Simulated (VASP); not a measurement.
Wanted: the native input for a VASP 6.6.1 run.

```
Task                   : single point
Functional             : PBE
Potentials or basis    : VASP PAW PBE potentials, release 64 (Cu)
Cutoff                 : 520 eV
k mesh                 : 12 × 12 × 12
Occupations            : fermi-dirac, width 0.06 eV
Spin                   : no spin polarisation
Dipole correction      : no
Further INCAR settings : ALGO = Normal; EDIFF = 1e-06; NBANDS = 12
```

The structure of Cu lies in POSCAR:

```
Cu
1.0
    0.0000000000      1.7360710000      1.7360710000
    1.7360710000      0.0000000000      1.7360710000
    1.7360710000      1.7360710000      0.0000000000
Cu
1
Direct
    0.0000000000      0.0000000000      0.0000000000
```

One way to write it, as run:

INCAR

```
  PREC = Accurate
  ENCUT = 520
  EDIFF = 1E-6
  ISMEAR = -1
  SIGMA = 0.06
  LREAL = F
  LASPH = T
  NELM = 60
  ALGO = Normal
  ISIF = 2
  LWAVE = F
  LCHARG = T
  GGA = PE
  LELF = T
  LVHAR = T
  NBANDS = 12
```

KPOINTS

```
regular mesh
0
Gamma
  12 12 12
```

Potentials or basis: VASP PAW PBE potentials, release 64 (Cu).

The run is started by

```console
$ cat potpaw_PBE.64/Cu/POTCAR > POTCAR
$ mpirun -np 1 vasp_std > vasp.out
```

Results of the run:

```yaml
Pressure: 26.7 GPa
```

Run time: 7.5 s on 1 thread of Intel(R) Xeon(R) Platinum 8259CL CPU @ 2.50GHz (Skylake/Cascade Lake), with other jobs on the host, peak memory 0.12 GiB.
